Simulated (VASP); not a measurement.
Input of a VASP 6.6.1 run:

INCAR

```
SYSTEM = ZrC
ALGO     = Normal         ! electronic algorithm
EDIFF    = 1E-7           ! SCF threshold, eV
EDIFFG   = -0.01          ! ionic threshold
ENCUT    = 600            ! plane-wave cutoff, eV
GGA      = PE             ! functional
IBRION   = 2              ! ionic algorithm
ISIF     = 3              ! what is computed and relaxed
ISMEAR   = 0              ! smearing method
LASPH    = .True.         ! aspherical terms in the spheres
LCHARG   = .False.        ! write CHGCAR
LREAL    = .False.        ! projectors in reciprocal space
LWAVE    = .False.        ! write WAVECAR
NELM     = 100            ! most SCF steps
NSW      = 100            ! ionic steps
PREC     = Accurate       ! precision mode
SIGMA    = 0.1            ! smearing width, eV
```

The input KPOINTS:

```
k-points
0
Gamma
  18 18 14
  0 0 0
```

POSCAR

```
ZrC
1.0
    3.1820498165      0.0000000000      0.0000000000
    0.0000000000      3.1820498165      0.0000000000
    0.0000000000      0.0000000000      4.0300443533
Zr C
1 1
Direct
    0.5000000000      0.5000000000      0.0000000000
    0.0000000000      0.0000000000      0.0000000000
```

Potentials or basis: VASP PAW PBE potentials, release 64 (Zr_sv, C).

Launch:

```console
$ cat potpaw_PBE.64/Zr_sv/POTCAR potpaw_PBE.64/C/POTCAR > POTCAR
$ mpirun -np 1 vasp_std > vasp.out
```

Q: Predict the relaxed volume.

A: 20.80 Å³/atom.

Q: Predict the relaxed cell.

A: a = 3.182 Å, b = 3.182 Å, c = 4.108 Å, α = 90.00°, β = 90.00°, γ = 90.00°.

The path:
```
step  energy change (eV)  largest force (eV/Å)  pressure (GPa)  volume (Å³)
   1              0.0000                0.0000            0.23        40.81
   2              0.0000                0.0000           -0.27        40.98
   3             -0.0001                0.0000            0.00        40.89
   4             -0.0002                0.0000            0.00        40.96
   5             -0.0004                0.0000            0.02        41.17
   6             -0.0006                0.0000            0.05        41.60
```
